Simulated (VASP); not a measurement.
Input of a VASP 6.6.1 run:

INCAR

```
ALGO     = Normal         # electronic algorithm
EDIFF    = 1E-6           # SCF threshold, eV
EDIFFG   = -0.005         # ionic threshold
ENCUT    = 600            # plane-wave cutoff, eV
GGA      = PE             # functional
IBRION   = 2              # ionic algorithm
ISIF     = 3              # what is computed and relaxed
ISMEAR   = -1             # smearing method
LASPH    = T              # aspherical terms in the spheres
LCHARG   = F              # write CHGCAR
LREAL    = F              # projectors in reciprocal space
LWAVE    = F              # write WAVECAR
NELM     = 80             # most SCF steps
NSW      = 60             # ionic steps
PREC     = Accurate       # precision mode
SIGMA    = 0.1            # smearing width, eV
```

KPOINTS

```
k-points
0
Gamma
  17 17 17
```

File POSCAR:

```
Cl
1.0
   -1.7651741677      1.7651741677      1.7651741677
    1.7651741677     -1.7651741677      1.7651741677
    1.7651741677      1.7651741677     -1.7651741677
Cl
1
Direct
    0.0000000000      0.0000000000      0.0000000000
```

Potentials or basis: VASP PAW PBE potentials, release 64 (Cl).

Command:

```console
$ cat potpaw_PBE.64/Cl/POTCAR > POTCAR
$ mpirun -np 1 vasp_std > vasp.out
```

Predict the relaxed volume.

21.58 Å³/atom.

Estimate the relaxed cell.

a = 3.038 Å, b = 3.038 Å, c = 3.038 Å, α = 109.47°, β = 109.47°, γ = 109.47°.

Predict the space group after relaxing (to 0.05 Å).

Im-3m (No. 229).

Step by step:
| step | energy change (eV) | largest force (eV/Å) | pressure (GPa) | volume (Å³) |
| --- | --- | --- | --- | --- |
| 1 | 0.0000 | 0.0000 | -0.54 | 22.00 |
| 2 | -0.0006 | 0.0000 | -0.24 | 21.76 |
| 3 | -0.0007 | 0.0000 | -0.04 | 21.61 |
| 4 | -0.0007 | 0.0000 | 0.00 | 21.58 |

Caveat: an odd number of electrons without spin polarisation forces a metal; a magnetic or distorted state may lie lower.
